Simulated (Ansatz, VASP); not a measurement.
# One calculation of HfN, two programs

File INCAR:

```
SYSTEM = HfN
PREC     = Accurate       ! precision mode
ENCUT    = 520            ! plane-wave cutoff, eV
EDIFF    = 1E-8           ! SCF threshold, eV
ISMEAR   = -1             ! smearing method
SIGMA    = 0.03           ! smearing width, eV
LREAL    = .False.        ! projectors in reciprocal space
LASPH    = .True.         ! aspherical terms in the spheres
NELM     = 60             ! most SCF steps
ALGO     = Normal         ! electronic algorithm
ISIF     = 2              ! what is computed and relaxed
LWAVE    = .False.        ! write WAVECAR
LCHARG   = .False.        ! write CHGCAR
GGA      = PE             ! functional
LEFG     = .True.       
NBANDS   = 14             ! bands
```

KPOINTS

```
regular mesh
0
Gamma
  10 10 10
  0 0 0
```

The input POSCAR:

```
HfN
1.0
    0.0000000000      2.2438384694      2.2438384694
    2.2438384694      0.0000000000      2.2438384694
    2.2438384694      2.2438384694      0.0000000000
Hf N
1 1
Direct
    0.0000000000      0.0000000000      0.0000000000
    0.5000000000      0.5000000000      0.5000000000
```

Input for Ansatz:

```yaml
crystal:
  lattice:
    - [0.0, 2.2438384694, 2.2438384694]
    - [2.2438384694, 0.0, 2.2438384694]
    - [2.2438384694, 2.2438384694, 0.0]
  atoms:
    - { symbol: Hf, position: [0.0, 0.0, 0.0] }
    - { symbol: "N", position: [0.5, 0.5, 0.5] }
kpoints:
  mp_grid: { grid: [10, 10, 10] }
scf:
  occupations: { method: fermi_dirac, width: 0.03 }
hamiltonian:
  xc: pbe
  pseudopotentials: { kind: paw }
output:
  forces: true
  stress: true
  eigenvalues: true
  efg: { contact_densities: true }
```

Change from the starting cell: volume scaled by 0.98, PAW files.

Alike in both runs: task electric field gradients; functional PBE; k mesh 10 × 10 × 10; occupations fermi-dirac, width 0.03 eV; no spin polarisation.

|  | VASP | Ansatz |
| --- | --- | --- |
| version | VASP 6.6.1 | Ansatz 0.2.0 |
| potentials or method | VASP PAW PBE potentials, release 64 (Hf_pv, N) | PAW with Ansatz's default frozen-core files, scalar-relativistic |
| plane-wave cutoff (eV) | 520 | 420 |
| valence electrons in the cell | 15 | 31 |

|  | VASP | Ansatz | Ansatz less VASP |
| --- | --- | --- | --- |
| pressure (GPa) | 9.0 | 11.5 | +2.44 |

VASP's potentials hold 15 valence electrons a cell and Ansatz's 31, so a difference there can come from the potentials and not from the codes.

Spin-orbit coupling is off throughout.
